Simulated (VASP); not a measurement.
# NaW16 (a cell with a defect) in VASP: single point with PBEsol

Aim: the single point of NaW16 (a cell with a defect) with PBEsol.

All numbers are computed with VASP 6.6.1; they aren't measurements. Logs are shortened: lines on timing, memory, paths and dates and some standing lists are left out, and cuts for length are marked.

### Step 1. The cell of the first run

The cell holds a defect, 17 atoms: a = 6.320 Å, b = 6.320 Å, c = 6.320 Å, α = 90.00°, β = 90.00°, γ = 90.00°.

### Step 2. Single point, PBEsol

File INCAR:

```
SYSTEM = NaW16
  PREC = Accurate
  ENCUT = 520
  EDIFF = 1E-6
  ISMEAR = 0
  SIGMA = 0.15
  LREAL = Auto
  LASPH = .TRUE.
  NELM = 60
  ALGO = Normal
  ISIF = 2
  LWAVE = .FALSE.
  LCHARG = .FALSE.
  GGA = PS
  NBANDS = 130
```

File KPOINTS:

```
Automatic mesh
0
G
  3 3 3
  0 0 0
```

File POSCAR:

```
NaW16
1.0
    6.3200000000      0.0000000000      0.0000000000
    0.0000000000      6.3200000000      0.0000000000
    0.0000000000      0.0000000000      6.3200000000
W Na
16 1
Direct
    0.0047837664     -0.0117557195     -0.0000387179
    0.5001334380     -0.0116631837     -0.0000333993
    0.0045923974      0.4927839688     -0.0000828302
   -0.0023918393     -0.0046435361      0.4999159280
    0.2594906960      0.2418407020      0.2506616035
    0.5023944964      0.4904579811     -0.0000668260
    0.5019499052     -0.0175306642      0.4999008999
    0.7756564298      0.2173153233      0.2136579579
    0.0103561471      0.4909879341      0.4998979033
    0.2342385070      0.7586225898      0.2284728250
    0.2595115916      0.2418360619      0.7491663542
    0.4164943076      0.5766135492      0.4999575181
    0.7511184355      0.7334220469      0.2506217672
    0.7756314501      0.2172937715      0.7861751091
    0.2341598227      0.7586828830      0.7713792274
    0.7511012530      0.7334170997      0.7491842857
    0.6419696554      0.3507472424      0.4999329242
```

Potentials or basis: VASP PAW PBE potentials, release 64 (W_sv, Na_pv).

Started as:

```console
$ cat potpaw_PBE.64/W_sv/POTCAR potpaw_PBE.64/Na_pv/POTCAR > POTCAR
$ mpirun -np 1 vasp_std > vasp.out
```

OUTCAR:

```text
SYSTEM = NaW16
   PREC = Accurate
   ENCUT = 520
   EDIFF = 1E-6
   ISMEAR = 0
   LREAL = Auto
   LASPH = .TRUE.
   NELM = 60
   ISIF = 2
   GGA = PS

 ion  position               nearest neighbor table
   1  0.005  0.988  1.000-   8 2.45  14 2.45  15 2.51  10 2.51   5 2.77  11 2.77  13 2.77  16 2.77
                             2 3.13   3 3.13   4 3.16   4 3.16   3 3.19   2 3.19
   2  0.500  0.988  1.000-   8 2.64  14 2.64  10 2.65  15 2.65   5 2.72  11 2.72  13 2.76  16 2.76
                             1 3.13   6 3.15   7 3.16   7 3.16   6 3.17   1 3.19
   3  0.005  0.493  1.000-   8 2.64  14 2.64  15 2.65  10 2.65  13 2.72  16 2.72   5 2.76  11 2.76
                             1 3.13   6 3.15   9 3.16   9 3.16   6 3.17   1 3.19
   4  0.998  0.995  0.500-   8 2.68  14 2.68  15 2.72  10 2.72   5 2.77  11 2.77  16 2.77  13 2.77
                             9 3.13   7 3.13   1 3.16   1 3.16   7 3.19   9 3.19
   5  0.259  0.242  0.251-   6 2.71   2 2.72   9 2.73   7 2.74   3 2.76   4 2.77   1 2.77  12 2.82
                            17 2.97  10 3.06   8 3.07  11 3.15  11 3.17  10 3.27   8 3.27
   6  0.502  0.490  1.000-   5 2.71  11 2.71  13 2.71  16 2.71   8 2.79  14 2.79  10 2.80  15 2.80
                             3 3.15   2 3.15   2 3.17   3 3.17  12 3.25  12 3.25
   7  0.502  0.982  0.500-  17 2.49  12 2.62  16 2.73  13 2.73   5 2.74  11 2.74  10 2.79  15 2.79
                            14 2.91   8 2.91   4 3.13   2 3.16   2 3.16   4 3.19
   8  0.776  0.217  0.214-  17 2.17   1 2.45   3 2.64   2 2.64   4 2.68  14 2.70   6 2.79   9 2.91
                             7 2.91   5 3.07  13 3.07  13 3.27   5 3.27
   9  0.010  0.491  0.500-  17 2.49  12 2.62   5 2.73  11 2.73  13 2.74  16 2.74  10 2.79  15 2.79
                             8 2.91  14 2.91   4 3.13   3 3.16   3 3.16   4 3.19
  10  0.234  0.759  0.228-  12 2.37   1 2.51   3 2.65   2 2.65   4 2.72   9 2.79   7 2.79   6 2.80
                            15 2.89  13 3.06   5 3.06   5 3.27  13 3.27  15 3.43
  11  0.260  0.242  0.749-   6 2.71   2 2.72   9 2.73   7 2.74   3 2.76   4 2.77   1 2.77  12 2.82
                            17 2.97  15 3.06  14 3.07   5 3.15   5 3.17  15 3.27  14 3.27
  12  0.416  0.577  0.500-  17 2.02  10 2.37  15 2.37   7 2.62   9 2.62  16 2.82  13 2.82  11 2.82
                             5 2.82   6 3.25   6 3.25
  13  0.751  0.733  0.251-   6 2.71   3 2.72   7 2.73   9 2.74   2 2.76   4 2.77   1 2.77  12 2.82
                            17 2.97  10 3.06   8 3.07  16 3.15  16 3.17  10 3.27   8 3.27
  14  0.776  0.217  0.786-  17 2.17   1 2.45   3 2.64   2 2.64   4 2.68   8 2.70   6 2.79   9 2.91
                             7 2.91  16 3.07  11 3.07  11 3.27  16 3.27
  15  0.234  0.759  0.771-  12 2.37   1 2.51   3 2.65   2 2.65   4 2.72   9 2.79   7 2.79   6 2.80
                            10 2.89  16 3.06  11 3.06  11 3.27  16 3.27  10 3.43
  16  0.751  0.733  0.749-   6 2.71   3 2.72   7 2.73   9 2.74   2 2.76   4 2.77   1 2.77  12 2.82
                            17 2.97  15 3.06  14 3.07  13 3.15  13 3.17  14 3.27  15 3.27
  17  0.642  0.351  0.500-  12 2.02  14 2.17   8 2.17   7 2.49   9 2.49  11 2.97   5 2.97  16 2.97
                            13 2.97

  LATTYP: Found a simple cubic cell.
 ALAT       =     6.3200000000

  Lattice vectors:

 A1 = (   6.3200000000,   0.0000000000,   0.0000000000)
 A2 = (   0.0000000000,   6.3200000000,   0.0000000000)
 A3 = (   0.0000000000,   0.0000000000,   6.3200000000)

Analysis of symmetry for initial positions (statically):
=====================================================================
 Subroutine PRICEL returns:
 Original cell was already a primitive cell.

 Routine SETGRP: Setting up the symmetry group for a
 simple cubic supercell.

 Subroutine GETGRP returns: Found  1 space group operations
 (whereof  1 operations were pure point group operations)
 out of a pool of 48 trial point group operations.

The static configuration has the point symmetry C_1 .

Analysis of symmetry for dynamics (positions and initial velocities):
=====================================================================
 Subroutine PRICEL returns:
 Original cell was already a primitive cell.

 Routine SETGRP: Setting up the symmetry group for a
 simple cubic supercell.

 Subroutine GETGRP returns: Found  1 space group operations
 (whereof  1 operations were pure point group operations)
 out of a pool of 48 trial point group operations.

The dynamic configuration has the point symmetry C_1 .

 Subroutine INISYM returns: Found  1 space group operations
 (whereof  1 operations are pure point group operations),
 and found     1 'primitive' translations

----------------------------------------------------------------------------------------

                                     Primitive cell

  volume of cell :     252.4360

  direct lattice vectors                    reciprocal lattice vectors
     6.320000000  0.000000000  0.000000000     0.158227848  0.000000000  0.000000000
     0.000000000  6.320000000  0.000000000     0.000000000  0.158227848  0.000000000
     0.000000000  0.000000000  6.320000000     0.000000000  0.000000000  0.158227848

  length of vectors
     6.320000000  6.320000000  6.320000000     0.158227848  0.158227848  0.158227848

  position of ions in fractional coordinates (direct lattice)
     0.004783766  0.988244280  0.999961282
     0.500133438  0.988336816  0.999966601
     0.004592397  0.492783969  0.999917170
     0.997608161  0.995356464  0.499915928
     0.259490696  0.241840702  0.250661603
     0.502394496  0.490457981  0.999933174
[... 9 lines left out ...]
     0.751101253  0.733417100  0.749184286
     0.641969655  0.350747242  0.499932924

  ion indices of the primitive-cell ions
   primitive index   ion index
                 1           1
                 2           2
                 3           3
                 4           4
                 5           5
                 6           6
[... 9 lines left out ...]
                16          16
                17          17

----------------------------------------------------------------------------------------

 KPOINTS: Automatic mesh

Automatic generation of k-mesh.
 Grid dimensions read from file:
 generate k-points for:    3    3    3

 Generating k-lattice:

  Cartesian coordinates                     Fractional coordinates (reciprocal lattice)
     0.052742616  0.000000000  0.000000000     0.333333333  0.000000000  0.000000000
     0.000000000  0.052742616  0.000000000     0.000000000  0.333333333  0.000000000
     0.000000000  0.000000000  0.052742616     0.000000000  0.000000000  0.333333333

  Length of vectors
     0.052742616  0.052742616  0.052742616

  Shift w.r.t. Gamma in fractional coordinates (k-lattice)
     0.000000000  0.000000000  0.000000000

 Subroutine IBZKPT returns following result:
 ===========================================

 Found     14 irreducible k-points:

 Following reciprocal coordinates:
            Coordinates               Weight
  0.000000  0.000000  0.000000      1.000000
  0.333333  0.000000  0.000000      2.000000
  0.000000  0.333333  0.000000      2.000000
  0.000000  0.000000  0.333333      2.000000
  0.333333  0.333333  0.000000      2.000000
  0.000000  0.333333  0.333333      2.000000
  0.333333  0.000000  0.333333      2.000000
 -0.333333  0.333333  0.000000      2.000000
 -0.333333  0.000000  0.333333      2.000000
  0.000000 -0.333333  0.333333      2.000000
  0.333333  0.333333  0.333333      2.000000
 -0.333333  0.333333  0.333333      2.000000
 -0.333333 -0.333333  0.333333      2.000000
  0.333333 -0.333333  0.333333      2.000000
   k-points           NKPTS =     14   k-points in BZ     NKDIM =     14   number of bands    NBANDS=    130
   number of dos      NEDOS =    301   number of ions     NIONS =     17
   total plane-waves  NPLWV = 110592
   dimension x,y,z NGX =    48 NGY =   48 NGZ =   48
   dimension x,y,z NGXF=    96 NGYF=   96 NGZF=   96
   ions per type =              16   1
   NGX,Y,Z   is equivalent  to a cutoff of  12.63, 12.63, 12.63 a.u.
   NGXF,Y,Z  is equivalent  to a cutoff of  25.25, 25.25, 25.25 a.u.
 SYSTEM =  NaW16
   PREC   = accura    normal or accurate (medium, high low for compatibility)
   ISTART =      0    job   : 0-new  1-cont  2-samecut
   ICHARG =      2    charge: 1-file 2-atom 10-const
   ISPIN  =      1    spin polarized calculation?
   LNONCOLLINEAR =      F non collinear calculations
   LSORBIT =      F    spin-orbit coupling
   LASPH  =      T    aspherical Exc in radial PAW
   ENCUT  =  520.0 eV  38.22 Ry    6.18 a.u.  11.75 11.75 11.75*2*pi/ulx,y,z
   NELM   =     60;   NELMIN=  2; NELMDL= -5     # of ELM steps
   EDIFF  = 0.1E-05   stopping-criterion for ELM
   LREAL  =      T    real-space projection
   EDIFFG = 0.1E-04   stopping-criterion for IOM
   NSW    =      0    number of steps for IOM
   IBRION =     -1    ionic relax: 0-MD 1-quasi-New 2-CG
   NFREE  =      0    steps in history (QN), initial steepest desc. (CG)
   ISIF   =      2    stress and relaxation
   ISYM   =      2    0-nonsym 1-usesym 2-fastsym
   POTIM  = 0.5000    time-step for ionic-motion
   TEBEG  =    0.0;   TEEND  =   0.0 temperature during run
   PSTRESS=    0.0 pullay stress
   NELECT =     231.0000    total number of electrons
   NUPDOWN=      -1.0000    fix difference up-down
   EMIN   =  10.00;   EMAX   =-10.00  energy-range for DOS
   EFERMI =   0.00;   METHOD = LEGACY
   ISMEAR =     0;   SIGMA  =   0.15  broadening in eV -4-tet -1-fermi 0-gaus
   EFERMI_NEDOS =   21; number of points for ismear=-14 and -15
   IALGO  =     38    algorithm
   IMIX   =      4    mixing-type and parameters
     AMIX     =   0.40;   BMIX     =  1.00
     AMIX_MAG =   1.60;   BMIX_MAG =  1.00
  volume/ion in A,a.u.               =      14.85       100.21
  Fermi-wavevector in a.u.,A,eV,Ry     =   1.589382  3.003497 34.370175  2.526137
  Thomas-Fermi vector in A             =   2.688240
   LORBIT       =      0    0 simple, 1 ext, 2 COOP (PROOUT), +10 PAW based schemes
   GGA     = PS    functional components
   LHFCALC =     F    Hartree Fock is set to
   AEXX    =    0.0000 exact exchange contribution
   IVDW    =     0    specifies the selected vdW correction
   LEPSILON=     F    determine dielectric tensor
   LRPA    =     F    only Hartree local field effects (RPA)
 non-spin polarized calculation
 Gauss-broadening in eV      SIGMA  =   0.15
  energy-cutoff  :      520.00
  volume of cell :      252.44
 maximum number of plane-waves:      6859
   NGX = 23   NGY = 23   NGZ = 23

 number of electron     231.0000000 magnetization

 Free energy of the ion-electron system (eV)
  ---------------------------------------------------
  ext. energy  EPLUGINS =         0.00000000
  ---------------------------------------------------
  free energy    TOTEN  =      -208.98194360 eV

  energy without entropy =     -208.88652166  energy(sigma->0) =     -208.93423263

 E-fermi :  11.5832     XC(G=0): -13.8968

 val. band max:       11.5760861565   @ k =  -0.3333   0.3333   0.3333
 cond. band min:      11.6083782862   @ k =   0.3333   0.3333   0.0000
 fundamental gap:      0.0322921297
 Fermi energy:        11.5832268161

 k-point     1 :       0.0000    0.0000    0.0000
  band No.  band energies     occupation
      1     -62.3825      2.00000
      2     -62.3234      2.00000
      3     -62.2476      2.00000
      4     -62.2407      2.00000
      5     -62.2337      2.00000
      6     -62.2242      2.00000
[... 119 lines left out ...]
    126      13.3252      0.00000
    127      13.5686      0.00000

 k-point     2 :       0.3333    0.0000    0.0000
  band No.  band energies     occupation
      1     -62.3683      2.00000
      2     -62.3308      2.00000
      3     -62.2700      2.00000
      4     -62.2468      2.00000
      5     -62.2369      2.00000
      6     -62.2168      2.00000
[... 1679 lines left out ...]
    126      13.4728      0.00000
    127      13.5492      0.00000
 [bands above 127 left out]

------------------------ aborting loop because EDIFF is reached ----------------------------------------

  FORCE on cell =-STRESS in cart. coord.  units (eV):
  Direction    XX          YY          ZZ          XY          YZ          ZX
  --------------------------------------------------------------------------------------
  -------------------------------------------------------------------------------------
  Total       36.2249541     36.2065986     39.1374661    -11.7534926     -0.0009149     -0.0004544
  in kB      229.9149391    229.7984395    248.4002632    -74.5978459     -0.0058065     -0.0028842
  external PRESSURE =     236.0378806 kB  Pullay stress =       0.0000000 kB

 VOLUME and BASIS-vectors are now :
 -----------------------------------------------------------------------------
  energy-cutoff  :      520.00
  volume of cell :      252.44
      direct lattice vectors                 reciprocal lattice vectors
     6.320000000  0.000000000  0.000000000     0.158227848  0.000000000  0.000000000
     0.000000000  6.320000000  0.000000000     0.000000000  0.158227848  0.000000000
     0.000000000  0.000000000  6.320000000     0.000000000  0.000000000  0.158227848

 POSITION                                       TOTAL-FORCE (eV/Angst)
 -----------------------------------------------------------------------------------
      0.03023      6.24570      6.31976         0.018949     -0.028310     -0.004891
      3.16084      6.24629      6.31979        -0.001740     -0.011227     -0.006513
      0.02902      3.11439      6.31948         0.004482      0.002387     -0.001030
      6.30488      6.29065      3.15947        -0.003037     -0.000714      0.000528
      1.63998      1.52843      1.58418         0.004665      0.002095     -0.003959
      3.17513      3.09969      6.31958         0.004714      0.008613     -0.002535
[... 9 lines left out ...]
      4.74696      4.63520      4.73484        -0.000852     -0.003215      0.008669
      4.05725      2.21672      3.15958         0.152720     -0.155374     -0.002945
 -----------------------------------------------------------------------------------
    total drift:                                0.006154      0.003500      0.002023

  FREE ENERGIE OF THE ION-ELECTRON SYSTEM (eV)
  ---------------------------------------------------
  free  energy   TOTEN  =      -208.9819435964 eV

  energy  without entropy=     -208.8865216635  energy(sigma->0) =     -208.93423263
```

Run time: 38 min. Hardware: 1 thread of Intel Xeon 8259CL, shared host; peak memory 0.46 GiB.

What came out:

| Item | Value |
| --- | --- |
| Free energy | -208.9819 eV |
| Pressure | 23.6 GPa |
| Largest force | 0.218 eV/Å |
| Band gap on the k mesh | zero (an odd number of electrons rules out a gap without spin polarisation) |

Forces on the atoms (eV/Å):
```
W    0.019 -0.028 -0.005
W   -0.002 -0.011 -0.007
W    0.004  0.002 -0.001
W   -0.003 -0.001  0.001
W    0.005  0.002 -0.004
W    0.005  0.009 -0.003
W   -0.005  0.005  0.003
W   -0.001  0.003 -0.033
W   -0.005  0.002  0.003
W   -0.029  0.033 -0.047
W    0.001  0.002  0.006
W   -0.121  0.117  0.004
W   -0.002 -0.005 -0.005
W    0.003  0.001  0.038
W   -0.020  0.027  0.043
W   -0.001 -0.003  0.009
Na   0.153 -0.155 -0.003
```

Stress tensor (GPa, compression positive):
```
22.99 -7.46  0.00
-7.46 22.98  0.00
 0.00  0.00 24.84
```

Levels at points of the mesh, in eV from the Fermi level:
```
           k point  band 114  band 115  band 116  band 117  band 118  band 119
(0.00, 0.00, 0.00)      0.18      0.37      0.48      0.59      0.68      0.71
```

Caveat: atoms lie so close that the PAW spheres overlap strongly, which falsifies energies and pressures; the PAW data sets were made with another functional, which shifts forces and pressure a little; spin-orbit coupling is left out, which moves the levels of the heavy elements.

The gap in the log of VASP goes by the Fermi energy; the results here count the filled bands.